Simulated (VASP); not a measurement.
HfO2:

```xyz
3
Lattice="0.0000 2.5488 2.5488 2.5488 0.0000 2.5488 2.5488 2.5488 0.0000" Properties=species:S:1:pos:R:3 pbc="T T T"
Hf    0.0000    0.0000    0.0000
O     3.8231    3.8231    3.8231
O     1.2744    1.2744    1.2744
```

* Program: VASP 6.6.1
* Task: relaxation of cell and atoms
* Functional: PBE
* Potentials or basis: VASP PAW PBE potentials, release 64 (Hf_pv, O)
* Cutoff: 600 eV
* k mesh: 8 × 8 × 8
* Occupations: gaussian, width 0.01 eV
* Spin: no spin polarisation

At the start: pressure -3.9 GPa; volume 11.04 Å³/atom.

Problem. How do energy, volume and symmetry change on relaxing?

Solution. Over 6 steps the energy falls by 2.1 meV/atom and the volume is 10.86 Å³/atom (-1.6 %); space group Fm-3m (No. 225, to 0.05 Å).

The path:
```csv
step,energy change (eV),largest force (eV/Å),pressure (GPa),volume (Å³)
1,0.0000,0.0000,-3.86,33.11
2,0.0072,0.0000,6.05,31.86
3,-0.0064,0.0000,-0.02,32.60
4,-0.0064,0.0000,0.06,32.58
5,-0.0064,0.0000,-0.07,32.60
6,-0.0064,0.0000,0.00,32.59
```

Final structure:
```cif
data_structure
_symmetry_space_group_name_H-M 'P 1'
_symmetry_Int_Tables_number 1
_cell_length_a 3.5855
_cell_length_b 3.5855
_cell_length_c 3.5855
_cell_angle_alpha 60.000
_cell_angle_beta 60.000
_cell_angle_gamma 60.000
_cell_volume 32.59
loop_
_atom_site_label
_atom_site_type_symbol
_atom_site_fract_x
_atom_site_fract_y
_atom_site_fract_z
_atom_site_occupancy
Hf1 Hf 0.00000 0.00000 0.00000 1
O1 O 0.75000 0.75000 0.75000 1
O2 O 0.25000 0.25000 0.25000 1
```
